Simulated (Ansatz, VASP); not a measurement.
# Rh: VASP beside Ansatz

```
Rh
1.0
     2.66912    0.00000    0.00000
    -1.33456    2.31153    0.00000
     0.00000    0.00000    8.72413
Rh
4
Direct
  0.00000 0.00000 0.00000
  0.33333 0.66667 0.25000
  0.00000 0.00000 0.50000
  0.66667 0.33333 0.75000
```

Alike in both runs: task single point; functional r2SCAN; k mesh 10 × 10 × 3; no spin polarisation.

```csv
,VASP,Ansatz
version,VASP 6.6.1,Ansatz 0.2.0
potentials or method,"VASP PAW PBE potentials, release 64 (Rh_pv), cutoff 520 eV","plane waves, PAW"
occupations,"methfessel-paxton of order 1, width 0.1 eV",methfessel-paxton of order 1
valence electrons in the cell,60,68
```

Ansatz gave:

* pressure (GPa): 6.0
* traceless stress, the component that is largest in VASP (GPa): 0.60

Q: Which values does VASP return?

A: Pressure (GPa): 7.5; traceless stress, the component that is largest in VASP (GPa): 0.58.

VASP's potentials were made for PBE, not for r2SCAN. VASP's potentials hold 60 valence electrons a cell and Ansatz's 68, so a difference there can come from the potentials and not from the codes. Ansatz's warnings: structure snapped to symmetry.
